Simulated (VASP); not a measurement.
A run of VASP 6.6.1 is set up as follows.

INCAR

```
SYSTEM = Zr
PREC = Accurate
ENCUT = 520
EDIFF = 1E-8
ISMEAR = -1
SIGMA = 0.08
LREAL = .False.
LASPH = .True.
NELM = 100
ALGO = Normal
ISIF = 2
LWAVE = .False.
LCHARG = .False.
GGA = PS
LEFG = .True.
NBANDS = 12
```

KPOINTS

```
Automatic mesh
0
Gamma
  14 14 14
  0 0 0
```

The input POSCAR:

```
Zr
1.0
   -1.8462000000      1.8462000000      1.8100000000
    1.8462000000     -1.8462000000      1.8100000000
    1.8462000000      1.8462000000     -1.8100000000
Zr
1
Direct
    0.0000000000      0.0000000000      0.0000000000
```

Potentials or basis: VASP PAW PBE potentials, release 64 (Zr_sv).

The run is started by

```bash
$ cat potpaw_PBE.64/Zr_sv/POTCAR > POTCAR
$ mpirun -np 1 vasp_std > vasp.out
```

Question: Estimate the pressure.

Answer: -9.2 GPa.

Question: What does it give for the band gap on the k mesh?

Answer: Zero (bands 6 and 7 overlap by 1.64 eV).

Stress tensor (GPa, compression positive):
```
-9.14  0.00  0.00
 0.00 -9.14  0.00
 0.00  0.00 -9.43
```

Caveat: the cell differs from its parent crystal (equal xx and yy strain of +2 %); the cell stands under tension; without QUAD_EFG the Cq values of the log hold for a quadrupole moment of 1 mb, not for the nuclei; the PAW data sets were made with another functional, which shifts forces and pressure a little.
